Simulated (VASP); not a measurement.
Input of a VASP 6.6.1 run:

The input INCAR:

```
SYSTEM = SiC
  PREC = Accurate
  ENCUT = 600
  EDIFF = 1E-6
  ISMEAR = 0
  SIGMA = 0.02
  LREAL = .False.
  LASPH = .True.
  NELM = 80
  ALGO = Normal
  ISIF = 3
  LWAVE = .False.
  LCHARG = .False.
  GGA = PE
  IVDW = 12
  IBRION = 2
  NSW = 70
  EDIFFG = -0.005
```

File KPOINTS:

```
regular mesh
0
Gamma
  10 10 10
  0 0 0
```

POSCAR

```
SiC
1.0
    0.0000000000      2.1898675894      2.1898675894
    2.1898675894      0.0000000000      2.1898675894
    2.1898675894      2.1898675894      0.0000000000
Si C
1 1
Direct
    0.0000000000      0.0000000000      0.0000000000
    0.2500000000      0.2500000000      0.2500000000
```

Potentials or basis: VASP PAW PBE potentials, release 64 (Si, C).

Command:

```bash
$ cat potpaw_PBE.64/Si/POTCAR potpaw_PBE.64/C/POTCAR > POTCAR
$ mpirun -np 1 vasp_std > vasp.out
```

Problem. What does it give for the band gap on the k mesh?

Solution. 1.35 eV, indirect (least direct gap 4.55 eV).

Problem. What does it give for the space group after relaxing (to 0.05 Å)?

Solution. F-43m (No. 216).

Final structure:
```
Si C
1.0
     0.00000    2.17368    2.17368
     2.17368    0.00000    2.17368
     2.17368    2.17368    0.00000
Si C
1 1
Cartesian
  0.0000 0.0000 0.0000
  1.0868 1.0868 1.0868
```

A k mesh can miss the band edges.
